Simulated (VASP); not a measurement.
A run of VASP 6.6.1 is set up as follows.

The input INCAR:

```
SYSTEM = W
PREC = Accurate
ENCUT = 520
EDIFF = 1E-6
ISMEAR = 0
SIGMA = 0.1
LREAL = .FALSE.
LASPH = .TRUE.
NELM = 100
ALGO = Normal
ISIF = 2
LWAVE = .FALSE.
LCHARG = .FALSE.
LDIPOL = .TRUE.
IDIPOL = 3
DIPOL = 0.5 0.5 0.500
GGA = PE
NBANDS = 43
```

Contents of KPOINTS:

```
Automatic mesh
0
G
  12 12 1
  0 0 0
```

The input POSCAR:

```
W
1.0
    2.8545944811      0.0000000000      0.0000000000
   -1.4272972405      2.4721513381      0.0000000000
    0.0000000000      0.0000000000     24.3230665350
W
5
Direct
    0.6666666667      0.3333333333      0.3083492778
    0.3333333333      0.6666666667      0.4041746389
    0.0000000000      0.0000000000      0.5000000000
    0.6666666667      0.3333333333      0.5958253611
    0.3333333333      0.6666666667      0.6916507222
```

Potentials or basis: VASP PAW PBE potentials, release 64 (W_sv).

Run with:

```bash
$ cat potpaw_PBE.64/W_sv/POTCAR > POTCAR
$ mpirun -np 1 vasp_std > vasp.out
```

Task: Estimate the largest force.

Result: 0.214 eV/Å.

Task: Estimate the band gap on the k mesh.

Result: Zero (bands 35 and 36 overlap by 1.33 eV).

Forces in eV/Å, atoms in the order of the input:
```
W    0.000  0.000 -0.214
W    0.000  0.000  0.184
W    0.000  0.000  0.000
W    0.000  0.000 -0.184
W    0.000  0.000  0.214
```

Caveat: spin-orbit coupling is left out, which moves the levels of the heavy elements.
